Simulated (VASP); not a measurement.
# As (R-3m) in VASP: notebook, part 2 of 3

VASP 6.6.1.

## Step 3: Single point, PBE

File INCAR:

```
  PREC = Accurate
  ENCUT = 520
  EDIFF = 1E-6
  ISMEAR = -1
  SIGMA = 1.0
  LREAL = False
  LASPH = True
  NELM = 80
  ALGO = Normal
  ISIF = 2
  LWAVE = False
  LCHARG = False
  GGA = PE
  NBANDS = 12
```

File KPOINTS:

```
regular mesh
0
Gamma
  10 10 10
```

File POSCAR:

```
As
1.0
    1.9036109523      1.0990502958      3.6081612956
   -1.9036109523      1.0990502958      3.6081612956
    0.0000000000     -2.1981005915      3.6081612956
As
2
Direct
    0.7737100447      0.7737100447      0.7737100447
    0.2262899553      0.2262899553      0.2262899553
```

Potentials or basis: VASP PAW PBE potentials, release 64 (As).

Command:

```console
$ cat potpaw_PBE.64/As/POTCAR > POTCAR
$ mpirun -np 1 vasp_std > vasp.out
```

OUTCAR:

```text
PREC = Accurate
   ENCUT = 520
   EDIFF = 1E-6
   ISMEAR = -1
   LREAL = False
   LASPH = True
   NELM = 80
   ISIF = 2
   GGA = PE

 ion  position               nearest neighbor table
   1  0.774  0.774  0.774-   2 2.55   2 2.55   2 2.55
   2  0.226  0.226  0.226-   1 2.55   1 2.55   1 2.55

  LATTYP: Found a trigonal (rhomboedric) cell.
 ALAT       =     4.2249821474
 COS(alpha) =     0.5939900948

  Lattice vectors:

 A1 = (   1.9036109523,   1.0990502958,   3.6081612956)
 A2 = (  -1.9036109523,   1.0990502958,   3.6081612956)
 A3 = (   0.0000000000,  -2.1981005915,   3.6081612956)

Analysis of symmetry for initial positions (statically):
=====================================================================
 Subroutine PRICEL returns:
 Original cell was already a primitive cell.

 Routine SETGRP: Setting up the symmetry group for a
 trigonal (rhombohedral) supercell.

 Subroutine GETGRP returns: Found 12 space group operations
 (whereof 12 operations were pure point group operations)
 out of a pool of 12 trial point group operations.

The static configuration has the point symmetry D_3d.

Analysis of symmetry for dynamics (positions and initial velocities):
=====================================================================
 Subroutine PRICEL returns:
 Original cell was already a primitive cell.

 Routine SETGRP: Setting up the symmetry group for a
 trigonal (rhombohedral) supercell.

 Subroutine GETGRP returns: Found 12 space group operations
 (whereof 12 operations were pure point group operations)
 out of a pool of 12 trial point group operations.

The dynamic configuration has the point symmetry D_3d.

 Subroutine INISYM returns: Found 12 space group operations
 (whereof 12 operations are pure point group operations),
 and found     1 'primitive' translations

----------------------------------------------------------------------------------------

                                     Primitive cell

  volume of cell :      45.2932

  direct lattice vectors                    reciprocal lattice vectors
     1.903610952  1.099050296  3.608161296     0.262658712  0.151646078  0.092383158
    -1.903610952  1.099050296  3.608161296    -0.262658712  0.151646078  0.092383158
     0.000000000 -2.198100591  3.608161296     0.000000000 -0.303292156  0.092383158

  length of vectors
     4.224982147  4.224982147  4.224982147     0.317050121  0.317050121  0.317050121

  position of ions in fractional coordinates (direct lattice)
     0.773710045  0.773710045  0.773710045
     0.226289955  0.226289955  0.226289955

  ion indices of the primitive-cell ions
   primitive index   ion index
                 1           1
                 2           2

----------------------------------------------------------------------------------------

 KPOINTS: regular mesh

Automatic generation of k-mesh.
 Grid dimensions read from file:
 generate k-points for:   10   10   10

 Generating k-lattice:

  Cartesian coordinates                     Fractional coordinates (reciprocal lattice)
     0.026265871  0.015164608  0.009238316     0.100000000  0.000000000  0.000000000
    -0.026265871  0.015164608  0.009238316     0.000000000  0.100000000  0.000000000
     0.000000000 -0.030329216  0.009238316    -0.000000000 -0.000000000  0.100000000

  Length of vectors
     0.031705012  0.031705012  0.031705012

  Shift w.r.t. Gamma in fractional coordinates (k-lattice)
     0.000000000  0.000000000  0.000000000

 Subroutine IBZKPT returns following result:
 ===========================================

 Found    116 irreducible k-points:

 Following reciprocal coordinates:
            Coordinates               Weight
  0.000000  0.000000  0.000000      1.000000
  0.100000  0.000000  0.000000      6.000000
  0.200000  0.000000  0.000000      6.000000
  0.300000 -0.000000 -0.000000      6.000000
  0.400000  0.000000  0.000000      6.000000
  0.500000  0.000000  0.000000      3.000000
[... 16 lines left out ...]
  0.300000  0.300000 -0.000000      6.000000
  0.400000  0.300000 -0.000000     12.000000
 [... further k-points ...]
   k-points           NKPTS =    116   k-points in BZ     NKDIM =    116   number of bands    NBANDS=     12
   number of dos      NEDOS =    301   number of ions     NIONS =      2
   total plane-waves  NPLWV =  32768
   dimension x,y,z NGX =    32 NGY =   32 NGZ =   32
   dimension x,y,z NGXF=    64 NGYF=   64 NGZF=   64
   ions per type =               2
   NGX,Y,Z   is equivalent  to a cutoff of  12.59, 12.59, 12.59 a.u.
   NGXF,Y,Z  is equivalent  to a cutoff of  25.18, 25.18, 25.18 a.u.
 SYSTEM =  unknown system
   PREC   = accura    normal or accurate (medium, high low for compatibility)
   ISTART =      0    job   : 0-new  1-cont  2-samecut
   ICHARG =      2    charge: 1-file 2-atom 10-const
   ISPIN  =      1    spin polarized calculation?
   LNONCOLLINEAR =      F non collinear calculations
   LSORBIT =      F    spin-orbit coupling
   LASPH  =      T    aspherical Exc in radial PAW
   ENCUT  =  520.0 eV  38.22 Ry    6.18 a.u.   7.86  7.86  7.86*2*pi/ulx,y,z
   NELM   =     80;   NELMIN=  2; NELMDL= -5     # of ELM steps
   EDIFF  = 0.1E-05   stopping-criterion for ELM
   LREAL  =      F    real-space projection
   EDIFFG = 0.1E-04   stopping-criterion for IOM
   NSW    =      0    number of steps for IOM
   IBRION =     -1    ionic relax: 0-MD 1-quasi-New 2-CG
   NFREE  =      0    steps in history (QN), initial steepest desc. (CG)
   ISIF   =      2    stress and relaxation
   ISYM   =      2    0-nonsym 1-usesym 2-fastsym
   POTIM  = 0.5000    time-step for ionic-motion
   TEBEG  =    0.0;   TEEND  =   0.0 temperature during run
   PSTRESS=    0.0 pullay stress
   NELECT =      10.0000    total number of electrons
   NUPDOWN=      -1.0000    fix difference up-down
   EMIN   =  10.00;   EMAX   =-10.00  energy-range for DOS
   EFERMI =   0.00;   METHOD = LEGACY
   ISMEAR =    -1;   SIGMA  =   1.00  broadening in eV -4-tet -1-fermi 0-gaus
   EFERMI_NEDOS =   21; number of points for ismear=-14 and -15
   IALGO  =     38    algorithm
   IMIX   =      4    mixing-type and parameters
     AMIX     =   0.40;   BMIX     =  1.00
     AMIX_MAG =   1.60;   BMIX_MAG =  1.00
  volume/ion in A,a.u.               =      22.65       152.83
  Fermi-wavevector in a.u.,A,eV,Ry     =   0.989458  1.869804 13.320461  0.979026
  Thomas-Fermi vector in A             =   2.121058
   LORBIT       =      0    0 simple, 1 ext, 2 COOP (PROOUT), +10 PAW based schemes
   GGA     = PE    functional components
   LHFCALC =     F    Hartree Fock is set to
   AEXX    =    0.0000 exact exchange contribution
   IVDW    =     0    specifies the selected vdW correction
   LEPSILON=     F    determine dielectric tensor
   LRPA    =     F    only Hartree local field effects (RPA)
 non-spin polarized calculation
  energy-cutoff  :      520.00
  volume of cell :       45.29
 maximum number of plane-waves:      1235
   NGX = 15   NGY = 15   NGZ = 15

 number of electron      10.0000000 magnetization

 number of electron       9.9999999 magnetization

 Free energy of the ion-electron system (eV)
  ---------------------------------------------------
  ext. energy  EPLUGINS =         0.00000000
  ---------------------------------------------------
  free energy    TOTEN  =       -10.61806351 eV

  energy without entropy =       -7.51014313  energy(sigma->0) =       -9.06410332

 E-fermi :   4.7244     XC(G=0):  -9.7697

 val. band max:        4.6276726951   @ k =   0.5000   0.0000   0.0000
 cond. band min:       4.7284971821   @ k =   0.4000   0.1000   0.1000
 fundamental gap:      0.1008244870
 Fermi energy:         4.7244260285

 k-point     1 :       0.0000    0.0000    0.0000
  band No.  band energies     occupation
      1      -9.7311      2.00000
      2      -1.2186      1.99477
      3       2.4366      1.81573
      4       3.0322      1.68903
      5       3.0322      1.68903
      6       6.5419      0.27949
      7       7.7241      0.09488
      8       7.7241      0.09488
      9      11.8543      0.00160
     10      11.8543      0.00160
     11      12.1928      0.00114
     12      13.6277      0.00027
[... 331 lines left out ...]
 k-point    24 :       0.4000    0.3000   -0.0000
  band No.  band energies     occupation
      1      -7.9268      1.99999
      2      -4.0954      1.99970
      3      -0.0187      1.98273
      4       1.1891      1.94335
      5       1.8627      1.89184
      6       7.2219      0.15206
      7       9.0079      0.02721
      8       9.1944      0.02264
      9      10.4942      0.00622
     10      15.1755      0.00006
     11      15.3490      0.00005
     12      16.1241      0.00002

 [... further k-points ...]
[... 5 lines left out ...]
  --------------------------------------------------------------------------------------
  -------------------------------------------------------------------------------------
  Total        1.4878778      1.4878778      1.0895402      0.0000000      0.0000000      0.0000000
  in kB       52.6313953     52.6313953     38.5408134      0.0000000      0.0000000      0.0000000
  external PRESSURE =      47.9345347 kB  Pullay stress =       0.0000000 kB

 VOLUME and BASIS-vectors are now :
 -----------------------------------------------------------------------------
  energy-cutoff  :      520.00
  volume of cell :       45.29
      direct lattice vectors                 reciprocal lattice vectors
     1.903610952  1.099050296  3.608161296     0.262658712  0.151646078  0.092383158
    -1.903610952  1.099050296  3.608161296    -0.262658712  0.151646078  0.092383158
     0.000000000 -2.198100591  3.608161296     0.000000000 -0.303292156  0.092383158

 POSITION                                       TOTAL-FORCE (eV/Angst)
 -----------------------------------------------------------------------------------
      0.00000      0.00000      8.37501         0.000000     -0.000000     -0.617485
      0.00000      0.00000      2.44947         0.000000      0.000000      0.617485
 -----------------------------------------------------------------------------------
    total drift:                                0.000000     -0.000000      0.000000

  FREE ENERGIE OF THE ION-ELECTRON SYSTEM (eV)
  ---------------------------------------------------
  free  energy   TOTEN  =       -10.6180635057 eV

  energy  without entropy=       -7.5101431318  energy(sigma->0) =       -9.06410332
```

OSZICAR:

```text
N       E                     dE             d eps       ncg     rms          rms(c)
DAV:   1     0.274310520840E+02    0.27431E+02   -0.41022E+03  2784   0.685E+02
DAV:   2    -0.899324166984E+01   -0.36424E+02   -0.34837E+02  3804   0.110E+02
DAV:   3    -0.106160193913E+02   -0.16228E+01   -0.16041E+01  3532   0.237E+01
DAV:   4    -0.106247962015E+02   -0.87768E-02   -0.87685E-02  3152   0.196E+00
DAV:   5    -0.106248275919E+02   -0.31390E-04   -0.31383E-04  3548   0.116E-01    0.312E+00
DAV:   6    -0.106203793756E+02    0.44482E-02   -0.22575E-03  3124   0.322E-01    0.186E+00
DAV:   7    -0.106179450324E+02    0.24343E-02   -0.55395E-03  3260   0.503E-01    0.717E-02
DAV:   8    -0.106180510304E+02   -0.10600E-03   -0.18082E-04  3308   0.828E-02    0.134E-02
DAV:   9    -0.106180626419E+02   -0.11611E-04   -0.12068E-05  3448   0.239E-02    0.686E-03
DAV:  10    -0.106180635057E+02   -0.86380E-06   -0.42553E-06  3240   0.114E-02
   1 F= -.10618064E+02 E0= -.90641033E+01  d E =-.310792E+01
```

Run time: 20 s. Hardware: 1 thread of Intel Xeon Platinum 8488C (Sapphire Rapids), shared host; peak memory 0.2 GiB.

What came out:

```yaml
Free_energy: -10.6181 eV
Pressure: 4.8 GPa
Largest_force: 0.617 eV/Å
Band_gap_on_the_k_mesh: zero (band 5 reaches 5.01 eV, above the bottom of band 6 at 4.63 eV)
```

Forces in eV/Å, atoms in the order of the input:
```
As   0.000  0.000 -0.617
As   0.000  0.000  0.617
```

[end of part 2 of 3]
